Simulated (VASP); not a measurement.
Runs of VASP 6.6.1 on CuO. The structure is that of space group Fm-3m (No. 225), or close to it. The cells are those of the table. 

```csv
level,potentials or basis,cell,k mesh,gap on the mesh (eV),pressure (GPa),largest force (eV/Å)
PBE,"VASP PAW PBE potentials, release 64 (Cu, O)","a = 3.023, b = 3.023, c = 5.254 Å, angles 72.3, 72.3, 59.3°, 4 atoms",9 × 9 × 5,none,-1.7,-
PBE,"VASP PAW PBE potentials, release 64 (Cu, O)","a = 3.054, b = 3.054, c = 5.324 Å, angles 71.3, 71.3, 58.7°, 4 atoms",9 × 9 × 5,none,(b),0.01
PBE,"VASP PAW PBE potentials, release 64 (Cu, O)","a = 3.008, b = 3.008, c = 5.219 Å, angles 72.7, 72.7, 59.7°, 4 atoms",9 × 9 × 5,none,-0.1,(a)
PBE,"VASP PAW PBE potentials, release 64 (Cu, O)","a = 2.978, b = 2.978, c = 5.150 Å, angles 73.7, 73.7, 60.3°, 4 atoms",9 × 9 × 5,none,3.6,-
LDA,"VASP PAW LDA potentials, release 64 (Cu, O)","a = 2.919, b = 2.919, c = 5.037 Å, angles 73.2, 73.2, 60.0°, 4 atoms",8 × 8 × 5,none,0.7,-
PBE,"VASP PAW PBE potentials, release 64 (Cu, O)","a = 2.934, b = 2.934, c = 5.047 Å, angles 75.2, 75.2, 61.3°, 4 atoms",9 × 9 × 5,none,10.6,-
PBE,"VASP PAW PBE potentials, release 64 (Cu, O)","a = 3.003, b = 3.002, c = 5.184 Å, angles 73.2, 73.2, 60.1°, 4 atoms",8 × 8 × 5,none,0.4,-
PBEsol,"VASP PAW PBE potentials, release 64 (Cu, O)","a = 2.955, b = 2.955, c = 5.099 Å, angles 73.2, 73.2, 60.1°, 4 atoms",8 × 8 × 5,none,0.5,-
```

Alike in all rows: task single point; no spin polarisation; cutoff (eV) 520; smearing fermi-dirac 0.05 eV.

Question: Estimate the missing entries.

Answer: (a) 0.02; (b) -4.7.

Caveats: semilocal functionals often make such compounds metallic where correlation or magnetic order opens a gap, which also shifts bond lengths; the PAW data sets were made with another functional, which shifts forces and pressure a little (some runs).

A gap of «none» marks levels without a gap at the run's occupations.
